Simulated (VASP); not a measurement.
Set up this calculation in VASP 6.6.1, as the native input.

```yaml
Task: single point
Functional: r2SCAN
Potentials_or_basis: VASP PAW PBE potentials, release 64 (Sr_sv, Cl)
Cutoff: 520 eV
k_mesh: 6 × 6 × 6
Occupations: gaussian, width 0.05 eV
Spin: no spin polarisation
Dipole_correction: no
Further_INCAR_settings: ALGO = Normal; EDIFF = 1e-07; NBANDS = 19
```

SrCl2:

```
Sr Cl
1.0
     0.00000    4.02372    2.61542
     4.02372    0.00000    2.61542
     4.02372    4.02372    0.00000
Sr Cl
1 2
Direct
  0.00000 0.00000 0.00000
  0.25000 0.25000 0.25000
  0.75000 0.75000 0.75000
```

This cell differs from its parent crystal: ratio of the length along z to the lengths across it x 0.65, volume and fractional coordinates fixed.

These files were run (other wordings do the same):

POSCAR

```
SrCl2
1.0
    0.0000000000      4.0237158292      2.6154152890
    4.0237158292      0.0000000000      2.6154152890
    4.0237158292      4.0237158292      0.0000000000
Sr Cl
1 2
Direct
    0.0000000000      0.0000000000      0.0000000000
    0.2500000000      0.2500000000      0.2500000000
    0.7500000000      0.7500000000      0.7500000000
```

INCAR.step1

```
  PREC = Accurate
  ENCUT = 520
  ISMEAR = 0
  SIGMA = 0.05
  LREAL = False
  LASPH = True
  NELM = 100
  NBANDS = 19
  GGA = PE
  ALGO = Normal
  EDIFF = 1E-4
  LWAVE = True
  LCHARG = False
```

INCAR.step2

```
  PREC = Accurate
  ENCUT = 520
  EDIFF = 1E-7
  ISMEAR = 0
  SIGMA = 0.05
  LREAL = False
  LASPH = True
  NELM = 100
  ALGO = Normal
  ISIF = 2
  LWAVE = False
  LCHARG = False
  METAGGA = R2SCAN
  LMIXTAU = True
  NBANDS = 19
  ISTART = 1
```

KPOINTS

```
regular mesh
0
Gamma
  6 6 6
```

Potentials or basis: VASP PAW PBE potentials, release 64 (Sr_sv, Cl).

The run is started by

```bash
$ cat potpaw_PBE.64/Sr_sv/POTCAR potpaw_PBE.64/Cl/POTCAR > POTCAR
$ cp INCAR.step1 INCAR
$ mpirun -np 1 vasp_std > vasp.out
$ cp INCAR.step2 INCAR
$ mpirun -np 1 vasp_std > vasp.out
```

Results of the run:

* Pressure: 6.4 GPa
* Band gap on the k mesh: 0.34 eV (least direct gap 0.41 eV)

Caveat: the stress differs along the axes, from -9 to 36 GPa; semilocal functionals underestimate gaps, and a narrow one can read as zero; the PAW data sets were made with another functional, which shifts forces and pressure a little.

Wall time 2.3 min on 1 thread of Intel(R) Xeon(R) Platinum 8488C (Sapphire Rapids), on a shared host, peak memory 0.25 GiB.
